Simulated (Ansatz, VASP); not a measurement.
**InGa2As3 in VASP and in Ansatz**

File INCAR:

```
ALGO     = Normal         # electronic algorithm
EDIFF    = 1E-6           # SCF threshold, eV
EDIFFG   = -0.05          # ionic threshold
ENCUT    = 600            # plane-wave cutoff, eV
GGA      = PS             # functional
IBRION   = 2              # ionic algorithm
ISIF     = 3              # what is computed and relaxed
ISMEAR   = 0              # smearing method
LASPH    = T              # aspherical terms in the spheres
LCHARG   = F              # write CHGCAR
LREAL    = F              # projectors in reciprocal space
LWAVE    = F              # write WAVECAR
NELM     = 80             # most SCF steps
NSW      = 80             # ionic steps
PREC     = Accurate       # precision mode
SIGMA    = 0.1            # smearing width, eV
```

The input KPOINTS:

```
k-points
0
Gamma
  4 4 4
```

File POSCAR:

```
InGa2As3
1.0
    5.7011856119     -3.2884097076      0.0000000000
    5.7011856119      3.2884097076      0.0000000000
    0.0000000000      0.0000000000      6.1415573147
In Ga As
2 4 6
Direct
    0.3252227421      0.6747772579      0.9897489538
    0.6747772579      0.3252227421      0.4897489538
    0.0069945023      0.3338844484      0.9926402250
    0.6661155516      0.9930054977      0.9926402250
    0.9930054977      0.6661155516      0.4926402250
    0.3338844484      0.0069945023      0.4926402250
    0.0264767011      0.3336441491      0.3589520516
    0.6663558509      0.9735232989      0.3589520516
    0.9735232989      0.6663558509      0.8589520516
    0.3336441491      0.0264767011      0.8589520516
    0.3078788721      0.6921211279      0.3950674931
    0.6921211279      0.3078788721      0.8950674931
```

Input for Ansatz:

```yaml
crystal:
  lattice:
    - [5.7011856119, -3.2884097076, 0.0]
    - [5.7011856119, 3.2884097076, 0.0]
    - [0.0, 0.0, 6.1415573147]
  atoms:
    - { symbol: In, position: [0.3252227421, 0.6747772579, 0.9897489538] }
    - { symbol: In, position: [0.6747772579, 0.3252227421, 0.4897489538] }
    - { symbol: Ga, position: [0.0069945023, 0.3338844484, 0.992640225] }
    - { symbol: Ga, position: [0.6661155516, 0.9930054977, 0.992640225] }
    - { symbol: Ga, position: [0.9930054977, 0.6661155516, 0.492640225] }
    - { symbol: Ga, position: [0.3338844484, 0.0069945023, 0.492640225] }
    - { symbol: As, position: [0.0264767011, 0.3336441491, 0.3589520516] }
    - { symbol: As, position: [0.6663558509, 0.9735232989, 0.3589520516] }
    - { symbol: As, position: [0.9735232989, 0.6663558509, 0.8589520516] }
    - { symbol: As, position: [0.3336441491, 0.0264767011, 0.8589520516] }
    - { symbol: As, position: [0.3078788721, 0.6921211279, 0.3950674931] }
    - { symbol: As, position: [0.6921211279, 0.3078788721, 0.8950674931] }
basis:
  ecutwfc: 420
kpoints:
  mp_grid: { grid: [4, 4, 4] }
hamiltonian:
  xc: pbesol
scf:
  occupations: { method: gaussian, width: 0.1 }
output:
  forces: true
  stress: true
  eigenvalues: true
relax:
  adjacent_minimum: "off"
  f_tol: 0.05
  max_steps: 60
  cell: { stress_tol: 0.5 }
```

Alike in both runs: task relaxation of cell and atoms; functional PBEsol; k mesh 4 × 4 × 4; occupations gaussian, width 0.1 eV; no spin polarisation.

```csv
,VASP,Ansatz
version,VASP 6.6.1,Ansatz 0.2.0
potentials or method,"VASP PAW PBE potentials, release 64 (In_d, Ga_d, As), cutoff 600 eV","scalar-relativistic, plane waves, PAW"
valence electrons in the cell,108,168
```

```tsv
	VASP	Ansatz	Ansatz less VASP
gap on the k mesh at the Fermi level, each at its own relaxed structure (eV)	0.13	0.15	+0.017
relaxed volume (Å³/atom)	24.38	24.25	-0.133
relaxed cell length with the largest relative difference (Å)	7.082	7.067	-0.0150
```

VASP's potentials were made for PBE, not for PBEsol. VASP's potentials hold 108 valence electrons a cell and Ansatz's 168, so a difference there can come from the potentials and not from the codes.

Noted on VASP's run: the volume moved by over 15 % at a fixed basis, so the end points are rough.
